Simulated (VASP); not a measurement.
# Cs4Zn (Pm-3m) in VASP: notebook

The runs below take Cs4Zn through single point, with PBE.

Everything below comes from runs of VASP 6.6.1. Logs are shortened: lines on timing, memory, paths and dates and some standing lists are left out, and cuts for length are marked.

### Step 1. The cell of the first run

It takes space group Pm-3m (No. 221, cubic). Conventional cell: a = 7.699 Å, b = 7.699 Å, c = 7.699 Å, α = 90.00°, β = 90.00°, γ = 90.00°. Within 5.1 Å of Cs (site symmetry 4/mmm) lie 2 Zn at 3.85 Å. Within 5.1 Å of Zn (site symmetry m-3m) lie 6 Cs at 3.85 Å.

### Step 2. Single point, PBE

Contents of INCAR:

```
ALGO     = Normal         # electronic algorithm
EDIFF    = 1E-7           # SCF threshold, eV
ENCUT    = 520            # plane-wave cutoff, eV
GGA      = PE             # functional
ISIF     = 2              # what is computed and relaxed
ISMEAR   = 0              # smearing method
LASPH    = True           # aspherical terms in the spheres
LCHARG   = False          # write CHGCAR
LREAL    = False          # projectors in reciprocal space
LWAVE    = False          # write WAVECAR
NBANDS   = 32             # bands
NELM     = 80             # most SCF steps
PREC     = Accurate       # precision mode
SIGMA    = 0.1            # smearing width, eV
```

Contents of KPOINTS:

```
k-points
0
Gamma
  2 2 2
```

Contents of POSCAR:

```
Cs4Zn
1.0
    7.6990191000      0.0000000000      0.0000000000
    0.0000000000      7.6990191000      0.0000000000
    0.0000000000      0.0000000000      7.6990191000
Cs Zn
4 1
Direct
    0.5000000000      0.0000000000      0.0000000000
    0.0000000000      0.5000000000      0.0000000000
    0.0000000000      0.0000000000      0.5000000000
    0.5000000000      0.5000000000      0.5000000000
    0.0000000000      0.0000000000      0.0000000000
```

Potentials or basis: VASP PAW PBE potentials, release 64 (Cs_sv, Zn).

Launch:

```
$ cat potpaw_PBE.64/Cs_sv/POTCAR potpaw_PBE.64/Zn/POTCAR > POTCAR
$ mpirun -np 1 vasp_std > vasp.out
```

OUTCAR:

```text
EDIFF = 1E-7
   ENCUT = 520
   GGA = PE
   ISIF = 2
   ISMEAR = 0
   LASPH = True
   LREAL = False
   NELM = 80
   PREC = Accurate

 ion  position               nearest neighbor table
   1  0.500  0.000  0.000-
   2  0.000  0.500  0.000-
   3  0.000  0.000  0.500-
   4  0.500  0.500  0.500-
   5  0.000  0.000  0.000-

  LATTYP: Found a simple cubic cell.
 ALAT       =     7.6990191000

  Lattice vectors:

 A1 = (   7.6990191000,   0.0000000000,   0.0000000000)
 A2 = (   0.0000000000,   7.6990191000,   0.0000000000)
 A3 = (   0.0000000000,   0.0000000000,   7.6990191000)

Analysis of symmetry for initial positions (statically):
=====================================================================
 Subroutine PRICEL returns:
 Original cell was already a primitive cell.

 Routine SETGRP: Setting up the symmetry group for a
 simple cubic supercell.

 Subroutine GETGRP returns: Found 48 space group operations
 (whereof 48 operations were pure point group operations)
 out of a pool of 48 trial point group operations.

The static configuration has the point symmetry O_h .

Analysis of symmetry for dynamics (positions and initial velocities):
=====================================================================
 Subroutine PRICEL returns:
 Original cell was already a primitive cell.

 Routine SETGRP: Setting up the symmetry group for a
 simple cubic supercell.

 Subroutine GETGRP returns: Found 48 space group operations
 (whereof 48 operations were pure point group operations)
 out of a pool of 48 trial point group operations.

The dynamic configuration has the point symmetry O_h .

 Subroutine INISYM returns: Found 48 space group operations
 (whereof 48 operations are pure point group operations),
 and found     1 'primitive' translations

----------------------------------------------------------------------------------------

                                     Primitive cell

  volume of cell :     456.3585

  direct lattice vectors                    reciprocal lattice vectors
     7.699019100  0.000000000  0.000000000     0.129886676  0.000000000  0.000000000
[... 65 lines left out ...]
   ISPIN  =      1    spin polarized calculation?
   LNONCOLLINEAR =      F non collinear calculations
   LSORBIT =      F    spin-orbit coupling
   LASPH  =      T    aspherical Exc in radial PAW
   ENCUT  =  520.0 eV  38.22 Ry    6.18 a.u.  14.32 14.32 14.32*2*pi/ulx,y,z
   NELM   =     80;   NELMIN=  2; NELMDL= -5     # of ELM steps
   EDIFF  = 0.1E-06   stopping-criterion for ELM
   LREAL  =      F    real-space projection
   EDIFFG = 0.1E-05   stopping-criterion for IOM
   NSW    =      0    number of steps for IOM
   IBRION =     -1    ionic relax: 0-MD 1-quasi-New 2-CG
   NFREE  =      0    steps in history (QN), initial steepest desc. (CG)
   ISIF   =      2    stress and relaxation
   ISYM   =      2    0-nonsym 1-usesym 2-fastsym
   POTIM  = 0.5000    time-step for ionic-motion
   TEBEG  =    0.0;   TEEND  =   0.0 temperature during run
   PSTRESS=    0.0 pullay stress
   NELECT =      48.0000    total number of electrons
   NUPDOWN=      -1.0000    fix difference up-down
   EMIN   =  10.00;   EMAX   =-10.00  energy-range for DOS
   EFERMI =   0.00;   METHOD = LEGACY
   ISMEAR =     0;   SIGMA  =   0.10  broadening in eV -4-tet -1-fermi 0-gaus
   EFERMI_NEDOS =   21; number of points for ismear=-14 and -15
   IALGO  =     38    algorithm
   IMIX   =      4    mixing-type and parameters
     AMIX     =   0.40;   BMIX     =  1.00
     AMIX_MAG =   1.60;   BMIX_MAG =  1.00
  volume/ion in A,a.u.               =      91.27       615.93
  Fermi-wavevector in a.u.,A,eV,Ry     =   0.772775  1.460333  8.125148  0.597182
  Thomas-Fermi vector in A             =   1.874479
   LORBIT       =      0    0 simple, 1 ext, 2 COOP (PROOUT), +10 PAW based schemes
   GGA     = PE    functional components
   LHFCALC =     F    Hartree Fock is set to
   AEXX    =    0.0000 exact exchange contribution
   IVDW    =     0    specifies the selected vdW correction
   LEPSILON=     F    determine dielectric tensor
   LRPA    =     F    only Hartree local field effects (RPA)
 non-spin polarized calculation
 Gauss-broadening in eV      SIGMA  =   0.10
  energy-cutoff  :      520.00
  volume of cell :      456.36
 maximum number of plane-waves:     12400
 NGX is ok and might be reduce to    60
   NGX = 29   NGY = 29   NGZ = 29

 number of electron      47.9999986 magnetization

 Free energy of the ion-electron system (eV)
  ---------------------------------------------------
  ext. energy  EPLUGINS =         0.00000000
  ---------------------------------------------------
  free energy    TOTEN  =        -4.25938929 eV

  energy without entropy =       -4.21720706  energy(sigma->0) =       -4.23829818

 E-fermi :   0.4125     XC(G=0):  -5.7299

 val. band max:        0.3973280494   @ k =   0.5000   0.5000   0.0000
 cond. band min:       0.4288494734   @ k =   0.5000   0.0000   0.0000
 fundamental gap:      0.0315214240
 Fermi energy:         0.4124528285

 k-point     1 :       0.0000    0.0000    0.0000
  band No.  band energies     occupation
      1     -23.5129      2.00000
      2     -22.9742      2.00000
      3     -22.9674      2.00000
      4     -22.9674      2.00000
      5     -10.3192      2.00000
      6     -10.3192      2.00000
[... 129 lines left out ...]
     31       2.0890      0.00000
     32       2.0890      0.00000

------------------------ aborting loop because EDIFF is reached ----------------------------------------

  FORCE on cell =-STRESS in cart. coord.  units (eV):
  Direction    XX          YY          ZZ          XY          YZ          ZX
  --------------------------------------------------------------------------------------
  -------------------------------------------------------------------------------------
  Total       -0.2177807     -0.2177807     -0.2177807     -0.0000000     -0.0000000      0.0000000
  in kB       -0.7645814     -0.7645814     -0.7645814     -0.0000000     -0.0000000      0.0000000
  external PRESSURE =      -0.7645814 kB  Pullay stress =       0.0000000 kB

 VOLUME and BASIS-vectors are now :
 -----------------------------------------------------------------------------
  energy-cutoff  :      520.00
  volume of cell :      456.36
      direct lattice vectors                 reciprocal lattice vectors
     7.699019100  0.000000000  0.000000000     0.129886676  0.000000000  0.000000000
     0.000000000  7.699019100  0.000000000     0.000000000  0.129886676  0.000000000
     0.000000000  0.000000000  7.699019100     0.000000000  0.000000000  0.129886676

 POSITION                                       TOTAL-FORCE (eV/Angst)
 -----------------------------------------------------------------------------------
      3.84951      0.00000      0.00000         0.000000      0.000000      0.000000
      0.00000      3.84951      0.00000         0.000000      0.000000      0.000000
      0.00000      0.00000      3.84951         0.000000      0.000000      0.000000
      3.84951      3.84951      3.84951         0.000000      0.000000      0.000000
      0.00000      0.00000      0.00000         0.000000      0.000000      0.000000
 -----------------------------------------------------------------------------------
    total drift:                               -0.000000     -0.000000     -0.000000

  FREE ENERGIE OF THE ION-ELECTRON SYSTEM (eV)
  ---------------------------------------------------
  free  energy   TOTEN  =        -4.2593892898 eV

  energy  without entropy=       -4.2172070605  energy(sigma->0) =       -4.23829818
```

OSZICAR:

```text
N       E                     dE             d eps       ncg     rms          rms(c)
DAV:   1     0.362356740373E+03    0.36236E+03   -0.17094E+04   256   0.116E+03
DAV:   2     0.476026668881E+02   -0.31475E+03   -0.30705E+03   336   0.234E+02
DAV:   3    -0.311657406446E+01   -0.50719E+02   -0.50456E+02   320   0.958E+01
DAV:   4    -0.444377398316E+01   -0.13272E+01   -0.13258E+01   296   0.182E+01
DAV:   5    -0.445949586497E+01   -0.15722E-01   -0.15719E-01   328   0.207E+00    0.113E+00
DAV:   6    -0.430531871930E+01    0.15418E+00   -0.10581E-01   280   0.165E+00    0.549E-01
DAV:   7    -0.425744592927E+01    0.47873E-01   -0.12011E-01   288   0.111E+00    0.257E-01
DAV:   8    -0.425912576043E+01   -0.16798E-02   -0.18212E-02   272   0.387E-01    0.139E-01
DAV:   9    -0.425934575071E+01   -0.21999E-03   -0.23542E-03   296   0.184E-01    0.310E-02
DAV:  10    -0.425935471385E+01   -0.89631E-05   -0.18780E-04   320   0.546E-02    0.177E-02
DAV:  11    -0.425938796309E+01   -0.33249E-04   -0.57382E-05   272   0.243E-02    0.421E-03
DAV:  12    -0.425938862759E+01   -0.66450E-06   -0.15418E-06   312   0.366E-03    0.166E-03
DAV:  13    -0.425938938048E+01   -0.75289E-06   -0.10829E-06   248   0.336E-03    0.656E-04
DAV:  14    -0.425938928978E+01    0.90693E-07   -0.11137E-07   216   0.152E-03
   1 F= -.42593893E+01 E0= -.42382982E+01  d E =-.421822E-01
```

stdout:

```text
POSCAR found type information on POSCAR CsZn
 POSCAR found :  2 types and       5 ions
 scaLAPACK will be used
 LDA part: xc-table for (Slater+PW92), standard interpolation
 POSCAR, INCAR and KPOINTS ok, starting setup
 FFT: planning ... GRIDC
 FFT: planning ... GRID_SOFT
 FFT: planning ... GRID
 WAVECAR not read
 entering main loop
```

Wall time 77 s (1 thread of Oxide Virtual Turin-like, shared host); peak memory 0.44 GiB.

Results:

* Free energy: -4.2594 eV
* Pressure: -0.1 GPa
* Band gap on the k mesh: zero (band 24 reaches 0.89 eV, above the bottom of band 25 at 0.12 eV)

Caveat: the k points lie up to 0.41 Å⁻¹ apart; spin-orbit coupling is left out, which moves the levels of the heavy elements.

### Step 3. Single point, PBE (volume scaled by 0.88)

Contents of INCAR:

```
  PREC = Accurate
  ENCUT = 520
  EDIFF = 1E-6
  ISMEAR = 0
  SIGMA = 0.1
  LREAL = False
  LASPH = True
  NELM = 80
  ALGO = Fast
  ISIF = 2
  LWAVE = False
  LCHARG = True
  GGA = PE
  LELF = True
  LVHAR = True
  NBANDS = 32
```

Contents of KPOINTS:

```
Automatic mesh
0
Gamma
  6 6 6
```

POSCAR, as its differences from that of step 2:

```diff
@@ -2,5 +2,5 @@
 1.0
-    7.6990191000      0.0000000000      0.0000000000
-    0.0000000000      7.6990191000      0.0000000000
-    0.0000000000      0.0000000000      7.6990191000
+    7.3778465991      0.0000000000      0.0000000000
+    0.0000000000      7.3778465991      0.0000000000
+    0.0000000000      0.0000000000      7.3778465991
 Cs Zn
```

Potentials or basis: VASP PAW PBE potentials, release 64 (Cs_sv, Zn).

Launch:

```
$ cat potpaw_PBE.64/Cs_sv/POTCAR potpaw_PBE.64/Zn/POTCAR > POTCAR
$ mpirun -np 1 vasp_std > vasp.out
```

Wall time 5.7 min (1 thread of Oxide Virtual Turin-like, shared host); peak memory 0.52 GiB.

It converged, with:

- Free energy: -4.0396 eV
- Pressure: 0.5 GPa
- Band gap on the k mesh: zero (band 24 reaches 1.15 eV, above the bottom of band 25 at 0.35 eV)

Levels at points of the mesh, in eV from the Fermi level:
```tsv
k point	band 21	band 22	band 23	band 24	band 25	band 26	band 27	band 28
(0.00, 0.00, 0.00)	-7.35	-4.07	-1.19	0.28	0.28	1.07	1.07	1.07
(0.50, 0.00, 0.00)	-7.35	-3.78	-0.92	-0.08	0.77	0.79	0.79	0.80
(0.50, 0.50, 0.00)	-7.33	-3.50	-0.45	-0.45	-0.06	0.69	0.87	1.06
(0.50, 0.50, 0.50)	-7.33	-3.20	-0.52	-0.52	-0.52	0.03	1.03	1.03
```

Caveat: spin-orbit coupling is left out, which moves the levels of the heavy elements.

### Step 4. Single point, PBE (volume scaled by 0.91)

Contents of INCAR:

```
ALGO = Fast
EDIFF = 1E-6
ENCUT = 520
GGA = PE
ISIF = 2
ISMEAR = 0
LASPH = T
LCHARG = F
LREAL = F
LWAVE = F
NBANDS = 32
NELM = 100
PREC = Accurate
SIGMA = 0.1
```

Contents of KPOINTS:

```
k-points
0
Gamma
  6 6 6
```

POSCAR, as its differences from that of step 3:

```diff
@@ -2,5 +2,5 @@
 1.0
-    7.3778465991      0.0000000000      0.0000000000
-    0.0000000000      7.3778465991      0.0000000000
-    0.0000000000      0.0000000000      7.3778465991
+    7.4607506910      0.0000000000      0.0000000000
+    0.0000000000      7.4607506910      0.0000000000
+    0.0000000000      0.0000000000      7.4607506910
 Cs Zn
```

Launch:

```
$ cat potpaw_PBE.64/Cs_sv/POTCAR potpaw_PBE.64/Zn/POTCAR > POTCAR
$ mpirun -np 1 vasp_std > vasp.out
```

Wall time 5.9 min (1 thread of Oxide Virtual Turin-like, shared host); peak memory 0.54 GiB.

Results (log left out):

```
Free energy            : -4.0757 eV
Pressure               : 0.3 GPa
Band gap on the k mesh : zero (band 24 reaches 1.08 eV, above the bottom of band 25 at 0.28 eV)
```

Levels at points of the mesh, in eV from the Fermi level:
```
           k point  band 22  band 23  band 24  band 25  band 26  band 27
(0.00, 0.00, 0.00)    -4.03    -1.17     0.31     0.31     1.06     1.06
(0.50, 0.00, 0.00)    -3.77    -0.92    -0.08     0.77     0.77     0.78
(0.50, 0.50, 0.00)    -3.50    -0.44    -0.44    -0.07     0.68     0.86
(0.50, 0.50, 0.50)    -3.23    -0.49    -0.49    -0.49     0.04     0.99
```

Caveat: spin-orbit coupling is left out, which moves the levels of the heavy elements.

### Step 5. Summary

| cell | k mesh | gap on the mesh (eV) | pressure (GPa) |
| --- | --- | --- | --- |
| a = 7.699 Å, 5 atoms | 2 × 2 × 2 | none | -0.1 |
| a = 7.378 Å, 5 atoms | 6 × 6 × 6 | none | 0.5 |
| a = 7.461 Å, 5 atoms | 6 × 6 × 6 | none | 0.3 |

Alike in all rows: task single point; level PBE; potentials or basis VASP PAW PBE potentials, release 64 (Cs_sv, Zn); no spin polarisation; cutoff (eV) 520; smearing gaussian 0.1 eV.

Caveats: some runs use coarse meshes; spin-orbit coupling is left out, which moves the levels of the heavy elements.

Total energies depend on the potentials used, so only differences within one code and one set of settings carry meaning.
